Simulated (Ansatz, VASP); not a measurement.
**ScAlSbP3 in VASP and in Ansatz**

```
CELL_PARAMETERS angstrom
6.18488 0.00000 0.00000
-3.09244 5.35626 0.00000
0.00000 0.00000 3.85729
ATOMIC_POSITIONS crystal
Sc 0.00000 0.00000 0.00000
Al 0.33333 0.66667 0.00000
Sb 0.66667 0.33333 0.00000
P 0.01297 0.50648 0.50000
P 0.49352 0.50648 0.50000
P 0.49352 0.98703 0.50000
```

Change from the starting cell: species swapped into the YSiBRh3 type (P-6m2, No. 187).

Alike in both runs: task relaxation of cell and atoms; functional PBE; k mesh 3 × 3 × 4; occupations gaussian, width 0.1 eV; no spin polarisation.

```csv
,VASP,Ansatz
version,VASP 6.6.1,Ansatz 0.2.0
potentials or method,"VASP PAW PBE potentials, release 64 (Sc_sv, Al, Sb, P), cutoff 600 eV","scalar-relativistic, plane waves, PAW"
valence electrons in the cell,34,44
```

```tsv
	VASP	Ansatz	Ansatz less VASP
gap on the k mesh at the Fermi level, each at its own relaxed structure (eV)	none	none	-
relaxed volume (Å³/atom)	20.58	20.57	-0.010
relaxed cell length with the largest relative difference (Å)	3.857	3.847	-0.0094
```

A gap of «none» marks a metal or a gap that the smearing closes. VASP's potentials hold 34 valence electrons a cell and Ansatz's 44, so a difference there can come from the potentials and not from the codes.

The k mesh is coarse, so the values compare programs but aren't converged. Spin-orbit coupling is off throughout.
